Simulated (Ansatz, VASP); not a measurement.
BaS in VASP and in Ansatz

Contents of INCAR:

```
PREC = Accurate ; ENCUT = 520
EDIFF = 1E-6 ; ISMEAR = -1
SIGMA = 0.05 ; LREAL = F
LASPH = T ; NELM = 150
ALGO = Normal ; ISIF = 2
LWAVE = F ; LCHARG = F
MAGMOM = 0 0 0 0 0 0 ; LORBIT = 11
LSORBIT = T ; GGA_COMPAT = F
LORBMOM = T ; GGA = CA
NBANDS = 28
```

KPOINTS

```
Automatic mesh
0
Gamma
  5 5 5
```

File POSCAR:

```
BaS
1.0
    0.0000000000      3.1937500000      3.1937500000
    3.1937500000      0.0000000000      3.1937500000
    3.1937500000      3.1937500000      0.0000000000
Ba S
1 1
Direct
    0.0000000000      0.0000000000      0.0000000000
    0.5000000000      0.5000000000      0.5000000000
```

input.yaml

```yaml
crystal:
  lattice:
    - [0.0, 3.19375, 3.19375]
    - [3.19375, 0.0, 3.19375]
    - [3.19375, 3.19375, 0.0]
  atoms:
    - { symbol: Ba, position: [0.0, 0.0, 0.0] }
    - { symbol: S, position: [0.5, 0.5, 0.5] }
hamiltonian:
  xc: lda
  pseudopotentials: { kind: paw_fr }
magnetization:
  noncollinear: true
  spin_orbit: true
kpoints:
  mp_grid: { grid: [5, 5, 5] }
  band_path:
    path:
      - [[0.0, 0.0, 0.0], [0.5, 0.0, 0.5], [0.5, 0.25, 0.75], [0.375, 0.375, 0.75], [0.0, 0.0, 0.0], [0.5, 0.5, 0.5], [0.625, 0.25, 0.625], [0.5, 0.25, 0.75], [0.5, 0.5, 0.5], [0.375, 0.375, 0.75]]
      - [[0.625, 0.25, 0.625], [0.5, 0.0, 0.5]]
    npoints: 14
scf:
  occupations: { method: fermi_dirac, width: 0.05 }
  n_extra_bands: 6
output:
  forces: true
  stress: true
  eigenvalues: true
  fatbands: false
  write_density: true
  write_potential: true
  elf: true
  volumetric_format: npy
```

Alike in both runs: functional LDA; k mesh 5 × 5 × 5; occupations fermi-dirac, width 0.05 eV; non-collinear spin, spin-orbit coupling.

```csv
,VASP,Ansatz
version,VASP 6.6.1,Ansatz 0.2.0
potentials or method,"VASP PAW LDA potentials, release 64 (Ba_sv, S)",Ansatz PAW
plane-wave cutoff (eV),520,420
valence electrons in the cell,16,16
task,single point,band structure
```

```tsv
	VASP	Ansatz	Ansatz less VASP
pressure (GPa)	-1.8	-2.5	-0.63
```

LDA's correlation is that of Perdew and Zunger in VASP and of Perdew and Wang (1992) in Ansatz.

Noted on Ansatz's run: the k mesh misses the band edges, so the gap on the mesh is wider than the one along the path.
